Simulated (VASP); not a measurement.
# TePb (I4/mmm) in VASP: single point with r2SCAN

Aim: the single point of TePb with r2SCAN.

Everything below comes from runs of VASP 6.6.1. Logs are shortened: lines on timing, memory, paths and dates and some standing lists are left out, and cuts for length are marked.

## 1. The cell of the first run

Symmetry: I4/mmm, No. 139, tetragonal system. The conventional cell has a = 4.621 Å, b = 4.621 Å, c = 6.274 Å, α = 90.00°, β = 90.00°, γ = 90.00°. Pb (site symmetry 4/mmm) has 6 Te at 3.14 to 3.27 Å within 4.1 Å. Te (site symmetry 4/mmm) has 6 Pb at 3.14 to 3.27 Å within 4.1 Å.

## 2. Single point, r2SCAN, non-collinear spin, zero start, spin-orbit coupling (uniaxial z strain -4.0%)

Contents of POSCAR:

```
TePb
1.0
    0.0000000000      3.2678368488      3.1371233749
    3.2678368488      0.0000000000      3.1371233749
    3.2678368488      3.2678368488      0.0000000000
Pb Te
1 1
Direct
    0.0000000000      0.0000000000      0.0000000000
    0.5000000000      0.5000000000      0.5000000000
```

Contents of INCAR.step1:

```
PREC = Accurate
ENCUT = 520
ISMEAR = -1
SIGMA = 0.02
LREAL = False
LASPH = True
NELM = 150
MAGMOM = 0 0 0 0 0 0
LSORBIT = True
GGA_COMPAT = False
NBANDS = 32
GGA = PE
ALGO = Normal
EDIFF = 1E-4
LWAVE = True
LCHARG = False
```

Contents of INCAR.step2:

```
PREC = Accurate
ENCUT = 520
EDIFF = 1E-6
ISMEAR = -1
SIGMA = 0.02
LREAL = False
LASPH = True
NELM = 150
ALGO = Normal
ISIF = 2
LWAVE = False
LCHARG = False
MAGMOM = 0 0 0 0 0 0
LORBIT = 11
LSORBIT = True
GGA_COMPAT = False
LORBMOM = True
METAGGA = R2SCAN
LMIXTAU = True
NBANDS = 32
ISTART = 1
```

Contents of KPOINTS:

```
regular mesh
0
Gamma
  8 8 8
```

Potentials or basis: VASP PAW PBE potentials, release 64 (Pb_d, Te).

Run with:

```bash
$ cat potpaw_PBE.64/Pb_d/POTCAR potpaw_PBE.64/Te/POTCAR > POTCAR
$ cp INCAR.step1 INCAR
$ mpirun -np 1 vasp_ncl > vasp.out
$ cp INCAR.step2 INCAR
$ mpirun -np 1 vasp_ncl > vasp.out
```

OUTCAR:

```text
PREC = Accurate
   ENCUT = 520
   EDIFF = 1E-6
   ISMEAR = -1
   LREAL = False
   LASPH = True
   NELM = 150
   ISIF = 2
   LORBIT = 11
   LSORBIT = True
   METAGGA = R2SCAN
   ISTART = 1

 ion  position               nearest neighbor table
   1  0.000  0.000  0.000-   2 3.14   2 3.14   2 3.27   2 3.27   2 3.27   2 3.27
   2  0.500  0.500  0.500-   1 3.14   1 3.14   1 3.27   1 3.27   1 3.27   1 3.27

  LATTYP: Found a body centered tetragonal cell.
 ALAT       =     4.6214191912
 C/A-ratio  =     1.3576450199

  Lattice vectors:

 A1 = (   0.0000000000,  -3.2678368488,  -3.1371233749)
 A2 = (   0.0000000000,   3.2678368488,  -3.1371233749)
 A3 = (   3.2678368488,   0.0000000000,   3.1371233749)

Analysis of symmetry for initial positions (statically):
=====================================================================
 Subroutine PRICEL returns:
 Original cell was already a primitive cell.

 Routine SETGRP: Setting up the symmetry group for a
 body centered tetragonal supercell.

 Subroutine GETGRP returns: Found 16 space group operations
 (whereof 16 operations were pure point group operations)
 out of a pool of 16 trial point group operations.

The static configuration has the point symmetry D_4h.

Analysis of symmetry for dynamics (positions and initial velocities):
=====================================================================
 Subroutine PRICEL returns:
 Original cell was already a primitive cell.

 Routine SETGRP: Setting up the symmetry group for a
 body centered tetragonal supercell.

 Subroutine GETGRP returns: Found 16 space group operations
 (whereof 16 operations were pure point group operations)
 out of a pool of 16 trial point group operations.

The dynamic configuration has the point symmetry D_4h.

Analysis of structural, dynamic, and magnetic symmetry:
=====================================================================
 Subroutine PRICEL returns:
 Original cell was already a primitive cell.

 Routine SETGRP: Setting up the symmetry group for a
 body centered tetragonal supercell.

 Subroutine GETGRP returns: Found 16 space group operations
 (whereof 16 operations were pure point group operations)
 out of a pool of 16 trial point group operations.

The overall configuration has the point symmetry D_4h.

 Subroutine INISYM returns: Found 16 space group operations
 (whereof 16 operations are pure point group operations),
 and found     1 'primitive' translations
[... 1014 lines left out ...]
      0.00000      0.00000      0.00000         0.000000      0.000000      0.000000
      3.26784      3.26784      3.13712         0.000000      0.000000      0.000000
 -----------------------------------------------------------------------------------
    total drift:                               -0.000000      0.000000      0.000000

  FREE ENERGIE OF THE ION-ELECTRON SYSTEM (eV)
  ---------------------------------------------------
  free  energy   TOTEN  =       -83.1604407192 eV

  energy  without entropy=      -83.1603544228  energy(sigma->0) =      -83.16039757

 orbital moment (x)

 # of ion     p       d       tot
 ----------------------------------------
  1         0.000   0.000   0.000
  2         0.000   0.000   0.000
 ----------------------------------------
            0.000   0.000   0.000

 orbital moment (y)

 # of ion     p       d       tot
 ----------------------------------------
  1         0.000   0.000   0.000
  2        -0.000  -0.000  -0.000
 ----------------------------------------
           -0.000  -0.000  -0.000

 orbital moment (z)

 # of ion     p       d       tot
 ----------------------------------------
  1         0.000   0.000   0.000
  2         0.000   0.000   0.000
 ----------------------------------------
            0.000   0.000   0.000

 Spin-Orbit-Coupling matrix elements

 Ion:    1  E_soc:     -0.8495841
 l=   1
     0.0000000    -0.0775648    -0.0739253
    -0.0775648     0.0000000    -0.0775648
    -0.0739253    -0.0775648     0.0000000
 l=   2
     0.0000000    -0.0130458     0.0000000    -0.0130458    -0.0521747
    -0.0130458     0.0000000    -0.0391570    -0.0130502    -0.0130534
     0.0000000    -0.0391570     0.0000000    -0.0391570     0.0000000
    -0.0130458    -0.0130502    -0.0391570     0.0000000    -0.0130534
    -0.0521747    -0.0130534     0.0000000    -0.0130534     0.0000000
 l=   3
     0.0000000     0.0000000     0.0000000     0.0000000     0.0000000     0.0000000     0.0000000
     0.0000000     0.0000000     0.0000000     0.0000000     0.0000000     0.0000000     0.0000000
     0.0000000     0.0000000     0.0000000     0.0000000     0.0000000     0.0000000     0.0000000
     0.0000000     0.0000000     0.0000000     0.0000000     0.0000000     0.0000000     0.0000000
     0.0000000     0.0000000     0.0000000     0.0000000     0.0000000     0.0000000     0.0000000
     0.0000000     0.0000000     0.0000000     0.0000000     0.0000000     0.0000000     0.0000000
     0.0000000     0.0000000     0.0000000     0.0000000     0.0000000     0.0000000     0.0000000

 Ion:    2  E_soc:     -0.1990567
 l=   1
     0.0000000    -0.0331540    -0.0333209
    -0.0331540     0.0000000    -0.0331540
    -0.0333209    -0.0331540     0.0000000
 l=   2
     0.0000000    -0.0000081     0.0000000    -0.0000081     0.0000359
    -0.0000081     0.0000000     0.0000346    -0.0000117     0.0000116
     0.0000000     0.0000346     0.0000000     0.0000346     0.0000000
    -0.0000081    -0.0000117     0.0000346     0.0000000     0.0000116
     0.0000359     0.0000116     0.0000000     0.0000116     0.0000000
 l=   3
     0.0000000     0.0000000     0.0000000     0.0000000     0.0000000     0.0000000     0.0000000
     0.0000000     0.0000000     0.0000000     0.0000000     0.0000000     0.0000000     0.0000000
     0.0000000     0.0000000     0.0000000     0.0000000     0.0000000     0.0000000     0.0000000
     0.0000000     0.0000000     0.0000000     0.0000000     0.0000000     0.0000000     0.0000000
     0.0000000     0.0000000     0.0000000     0.0000000     0.0000000     0.0000000     0.0000000
     0.0000000     0.0000000     0.0000000     0.0000000     0.0000000     0.0000000     0.0000000
     0.0000000     0.0000000     0.0000000     0.0000000     0.0000000     0.0000000     0.0000000

 total charge

# of ion       s       p       d       tot
------------------------------------------
    1        1.449   0.595   9.828  11.872
    2        1.378   2.043   0.020   3.441
--------------------------------------------------
tot          2.827   2.638   9.848  15.313

 magnetization (x)

# of ion       s       p       d       tot
------------------------------------------
    1        0.000  -0.000  -0.000   0.000
    2        0.000   0.000  -0.000   0.000
--------------------------------------------------
tot          0.000   0.000  -0.000   0.000

 magnetization (y)

# of ion       s       p       d       tot
------------------------------------------
    1        0.000  -0.000   0.000  -0.000
    2       -0.000  -0.000   0.000  -0.000
--------------------------------------------------
tot         -0.000  -0.000   0.000  -0.000

 magnetization (z)

# of ion       s       p       d       tot
------------------------------------------
    1        0.000   0.000   0.000   0.000
    2        0.000  -0.000  -0.000   0.000
--------------------------------------------------
tot          0.000  -0.000   0.000   0.000
```

OUTCAR.step1:

```text
PREC = Accurate
   ENCUT = 520
   ISMEAR = -1
   LREAL = False
   LASPH = True
   NELM = 150
   LSORBIT = True
   GGA = PE
   EDIFF = 1E-4
[... 1123 lines left out ...]
     0.0000000     0.0000000     0.0000000     0.0000000     0.0000000     0.0000000     0.0000000
     0.0000000     0.0000000     0.0000000     0.0000000     0.0000000     0.0000000     0.0000000
     0.0000000     0.0000000     0.0000000     0.0000000     0.0000000     0.0000000     0.0000000
     0.0000000     0.0000000     0.0000000     0.0000000     0.0000000     0.0000000     0.0000000
     0.0000000     0.0000000     0.0000000     0.0000000     0.0000000     0.0000000     0.0000000

=======================================================================

 ========================================================
```

OSZICAR.step1:

```text
N       E                     dE             d eps       ncg     rms          rms(c)
DAV:   1     0.195622694190E+03    0.19562E+03   -0.86535E+03  3776   0.123E+03
DAV:   2     0.104545286909E+02   -0.18517E+03   -0.17771E+03  3888   0.349E+02
DAV:   3    -0.730191717768E+01   -0.17756E+02   -0.17469E+02  4984   0.126E+02
DAV:   4    -0.804923764724E+01   -0.74732E+00   -0.74652E+00  4608   0.279E+01
DAV:   5    -0.808630139335E+01   -0.37064E-01   -0.37062E-01  5712   0.594E+00    0.414E+00
DAV:   6    -0.799557864882E+01    0.90723E-01   -0.18454E-01  5336   0.342E+00    0.265E+00
DAV:   7    -0.799494503397E+01    0.63361E-03   -0.57735E-02  5288   0.119E+00    0.157E+00
DAV:   8    -0.799663999970E+01   -0.16950E-02   -0.31104E-03  5096   0.450E-01    0.625E-01
DAV:   9    -0.799719187424E+01   -0.55187E-03   -0.14762E-03  4912   0.444E-01    0.106E-01
DAV:  10    -0.799728991900E+01   -0.98045E-04   -0.17521E-04  4152   0.132E-01
   1 F= -.79972899E+01 E0= -.79971051E+01  d E =-.369660E-03  mag=    -0.0000     0.0000    -0.0000
```

It took 16 min on 1 thread of AMD EPYC 9R45 (Zen 5), shared host; peak memory 0.55 GiB.

Results:

| Quantity | Value |
| --- | --- |
| Free energy | -83.1604 eV |
| Pressure | 2.0 GPa |
| Net moment | 0.00 μB per cell |
| Valence electrons inside the program's atomic spheres | Pb 11.87; Te 3.44 |

Moments on the atoms (μB; x, y, z):
```
Pb  0.00 0.00 0.00
Te  0.00 0.00 0.00
```

Caveat: the cell differs from its parent crystal (uniaxial z strain -4.0%); the stress differs along the axes, from 0 to 6 GPa; the structure was generated, so it needn't be the stable form of TePb; the PAW data sets were made with another functional, which shifts forces and pressure a little.
